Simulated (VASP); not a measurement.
The system is Sb.

```xyz
2
Lattice="3.1836 0.0000 0.0000 0.0000 4.4328 0.0000 -0.0397 0.0000 4.4923" Properties=species:S:1:pos:R:3 pbc="T T T"
Sb    0.0267    1.1082    1.0834
Sb    3.1173    3.3246    3.4089
```

Base run:

```yaml
Program: VASP 6.6.1
Functional: PBEsol
Potentials_or_basis: VASP PAW PBE potentials, release 64 (Sb)
Cutoff: 520 eV
k_mesh: 9 × 6 × 6
Occupations: fermi-dirac, width 0.05 eV
Spin: no spin polarisation
```

Its results: band gap on the k mesh zero (bands 5 and 6 overlap by 7.78 eV); pressure -4.7 GPa; largest force 0.051 eV/Å.

After a change of settings the same cell gave: band gap on the k mesh zero (bands 5 and 6 overlap by 8.27 eV); pressure -3.6 GPa; largest force 0.086 eV/Å. Which change was it?
A. functional from PBEsol to PBE; further incar settings from ALGO = Normal; EDIFF = 1e-07; NBANDS = 12 to ALGO = Normal; EDIFF = 1e-06; NBANDS = 12
B. further incar settings from ALGO = Normal; EDIFF = 1e-07; NBANDS = 12 to ALGO = Normal; EDIFF = 1e-06; NBANDS = 12
C. functional from PBEsol to r2SCAN; further incar settings from ALGO = Normal; EDIFF = 1e-07; NBANDS = 12 to ALGO = Normal; EDIFF = 1e-06; NBANDS = 12
D. functional from PBEsol to LDA; potentials or basis from VASP PAW PBE potentials, release 64 (Sb) to VASP PAW LDA potentials, release 64 (Sb)

C.

Caveats: the cell stands under tension; the PAW data sets were made with another functional, which shifts forces and pressure a little; spin-orbit coupling is left out, which moves the levels of the heavy elements.
